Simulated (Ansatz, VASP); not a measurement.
**One calculation of BiH, two programs**

```xyz
2
Lattice="0.0000 2.8043 2.9930 2.6366 0.0000 2.9930 2.6366 2.8043 0.0000" Properties=species:S:1:pos:R:3 pbc="T T T"
Bi    0.0000    0.0000    0.0000
H     2.6366    2.8043    2.9930
```

Alike in both runs: task single point; functional PBE; k mesh 6 × 6 × 6; occupations gaussian, width 0.1 eV; no spin polarisation.

|  | VASP | Ansatz |
| --- | --- | --- |
| version | VASP 6.6.1 | Ansatz 0.2.0 |
| potentials or method | VASP PAW PBE potentials, release 64 (Bi_d, H), cutoff 520 eV | scalar-relativistic, plane waves, PAW |
| valence electrons in the cell | 16 | 16 |

```tsv
	VASP	Ansatz	Ansatz less VASP
gap on the k mesh at the Fermi level (eV)	none	none	-
pressure (GPa)	-8.6	-8.6	-0.09
traceless stress, the component that is largest in VASP (GPa)	-3.69	-3.71	-0.021
```

A gap of «none» marks a metal or a gap that the smearing closes.

Spin-orbit coupling is off throughout.
